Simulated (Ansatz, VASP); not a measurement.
AlNi: VASP beside Ansatz

```
CELL_PARAMETERS angstrom
2.86918 -0.05784 0.00156
-0.05784 2.98767 -0.05042
0.00156 -0.05042 2.87392
ATOMIC_POSITIONS crystal
Al 0.99775 0.01111 0.99341
Ni 0.49132 0.49358 0.50330
```

Alike in both runs: task single point; functional LDA; k mesh 7 × 7 × 7; occupations fermi-dirac, width 0.1 eV; collinear spin.

|  | VASP | Ansatz |
| --- | --- | --- |
| version | VASP 6.6.1 | Ansatz 0.2.0 |
| potentials or method | VASP PAW LDA potentials, release 64 (Al, Ni), cutoff 520 eV | plane waves, PAW |
| valence electrons in the cell | 13 | 21 |

VASP gave:

```
pressure (GPa)                                                : -11.5
traceless stress, the component that is largest in VASP (GPa) : 4.00
rms of the force components (eV/Å)                            : 0.165
net moment per atom (μB)                                      : 0.00
```

Task: Which values does Ansatz return?

Result: Pressure (GPa): -11.8; traceless stress, the component that is largest in VASP (GPa): 3.97; rms of the force components (eV/Å): 0.163; net moment per atom (μB): 0.00.

LDA's correlation is that of Perdew and Zunger in VASP and of Perdew and Wang (1992) in Ansatz. Atom by atom the forces differ by 0.002 eV/Å (rms over components). VASP's potentials hold 13 valence electrons a cell and Ansatz's 21, so a difference there can come from the potentials and not from the codes. Ansatz's warnings: seeded moment not kept, stress scf threshold loose.
